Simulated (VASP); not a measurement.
# Cu (P6/mmm) in VASP: notebook, part 2 of 2

VASP 6.6.1.

**4. Single point, LDA (10.64 Å³/atom)**

This run uses another cell than the first one, of 10.64 Å³/atom.

Contents of INCAR:

```
ALGO = Normal
EDIFF = 1E-6
ENCUT = 820
GGA_COMPAT = False
ISIF = 2
ISMEAR = -1
LASPH = True
LCHARG = False
LREAL = False
LWAVE = False
NBANDS = 36
NELM = 120
PREC = Accurate
SIGMA = 0.1
```

Contents of KPOINTS:

```
k-points
0
Gamma
  10 10 15
```

Contents of POSCAR:

```
Cu
1.0
    3.9443865667      0.0000000000      0.0000000000
   -1.9721932834      3.4159389691      0.0000000000
    0.0000000000      0.0000000000      2.3679579994
Cu
3
Direct
    1.0000000000      1.0000000000      0.0000000000
    0.3333333333      0.6666666667      0.5000000000
    0.6666666667      0.3333333333      0.5000000000
```

Potentials or basis: VASP PAW LDA potentials, release 64 (Cu_sv_GW).

Launch:

```
$ cat potpaw_LDA.64/Cu_sv_GW/POTCAR > POTCAR
$ mpirun -np 1 vasp_std > vasp.out
```

OUTCAR:

```text
EDIFF = 1E-6
   ENCUT = 820
   ISIF = 2
   ISMEAR = -1
   LASPH = True
   LREAL = False
   NELM = 120
   PREC = Accurate

 ion  position               nearest neighbor table
   1  0.000  0.000  0.000-   2 2.57   3 2.57   2 2.57   3 2.57   3 2.57   3 2.57   2 2.57   2 2.57
                             3 2.57   3 2.57   2 2.57   2 2.57
   2  0.333  0.667  0.500-   3 2.28   3 2.28   3 2.28   1 2.57   1 2.57   1 2.57   1 2.57   1 2.57
                             1 2.57
   3  0.667  0.333  0.500-   2 2.28   2 2.28   2 2.28   1 2.57   1 2.57   1 2.57   1 2.57   1 2.57
                             1 2.57

  LATTYP: Found a hexagonal cell.
 ALAT       =     3.9443865667
[... 1133 lines left out ...]
  --------------------------------------------------------------------------------------
  -------------------------------------------------------------------------------------
  Total        1.5752775      1.5752775      1.5425524     -0.0000000      0.0000000      0.0000000
  in kB       79.1050255     79.1050255     77.4616871     -0.0000000      0.0000000      0.0000000
  external PRESSURE =      78.5572460 kB  Pullay stress =       0.0000000 kB

 VOLUME and BASIS-vectors are now :
 -----------------------------------------------------------------------------
  energy-cutoff  :      820.00
  volume of cell :       31.91
      direct lattice vectors                 reciprocal lattice vectors
     3.944386567  0.000000000  0.000000000     0.253524847  0.146372639  0.000000000
    -1.972193283  3.415938969  0.000000000     0.000000000  0.292745277  0.000000000
     0.000000000  0.000000000  2.367957999     0.000000000  0.000000000  0.422304788

 POSITION                                       TOTAL-FORCE (eV/Angst)
 -----------------------------------------------------------------------------------
      0.00000      0.00000      0.00000         0.000000      0.000000     -0.000000
     -0.00000      2.27729      1.18398        -0.000000      0.000000      0.000000
      1.97219      1.13865      1.18398        -0.000000     -0.000000     -0.000000
 -----------------------------------------------------------------------------------
    total drift:                               -0.000000      0.000000      0.000000

  FREE ENERGIE OF THE ION-ELECTRON SYSTEM (eV)
  ---------------------------------------------------
  free  energy   TOTEN  =       -14.2903561798 eV

  energy  without entropy=      -14.2617181526  energy(sigma->0) =      -14.27603717
```

OSZICAR:

```text
N       E                     dE             d eps       ncg     rms          rms(c)
DAV:   1     0.153627074966E+04    0.15363E+04   -0.42268E+04 11936   0.723E+03
DAV:   2     0.193330791005E+03   -0.13429E+04   -0.13110E+04 12304   0.155E+03
DAV:   3    -0.237557378254E+01   -0.19571E+03   -0.18336E+03 14604   0.856E+02
DAV:   4    -0.162285700517E+02   -0.13853E+02   -0.13565E+02 14900   0.270E+02
DAV:   5    -0.170694778166E+02   -0.84091E+00   -0.83916E+00 14888   0.592E+01    0.150E+01
DAV:   6    -0.158551345220E+02    0.12143E+01   -0.27570E+01 12728   0.268E+02    0.898E+00
DAV:   7    -0.143103117820E+02    0.15448E+01   -0.76754E+00 11280   0.150E+02    0.318E+00
DAV:   8    -0.143150635684E+02   -0.47518E-02   -0.51245E-01 14928   0.441E+01    0.154E+00
DAV:   9    -0.142907666405E+02    0.24297E-01   -0.95000E-02 12904   0.300E+01    0.403E-01
DAV:  10    -0.142906575529E+02    0.10909E-03   -0.26578E-02 15504   0.630E+00    0.178E-01
DAV:  11    -0.142904029994E+02    0.25455E-03   -0.10066E-03 15464   0.165E+00    0.672E-02
DAV:  12    -0.142903558869E+02    0.47113E-04   -0.21431E-04 14840   0.605E-01    0.538E-03
DAV:  13    -0.142903561798E+02   -0.29287E-06   -0.51843E-06  8504   0.593E-02
   1 F= -.14290356E+02 E0= -.14276037E+02  d E =-.286380E-01
```

Wall time 2.5 min (1 thread of AMD EPYC 9R45 (Zen 5), shared host); peak memory 0.3 GiB.

What came out:

```yaml
Free_energy: -14.2904 eV
Pressure: 7.9 GPa
Band_gap_on_the_k_mesh: zero (an odd number of electrons rules out a gap without spin polarisation)
```

Stress tensor (GPa, compression positive):
```
7.91 0.00 0.00
0.00 7.91 0.00
0.00 0.00 7.75
```

Caveat: the cell stands under pressure.

**5. Overview**

```csv
cell,gap on the mesh (eV),pressure (GPa)
"a = 4.051, b = 4.051, c = 2.432 Å, angles 90.0, 90.0, 120.0°, 3 atoms",none,-7.0
"a = 3.998, b = 3.998, c = 2.400 Å, angles 90.0, 90.0, 120.0°, 3 atoms",none,-0.5
"a = 3.944, b = 3.944, c = 2.368 Å, angles 90.0, 90.0, 120.0°, 3 atoms",none,7.9
```

Alike in all rows: task single point; level LDA; potentials or basis VASP PAW LDA potentials, release 64 (Cu_sv_GW); no spin polarisation; k mesh 10 × 10 × 15; cutoff (eV) 820; smearing fermi-dirac 0.1 eV.

Caveats: the cell stands under tension (at least some runs); the cell stands under pressure (at least some runs).

Absolute energies hang on the potentials; compare differences alone.
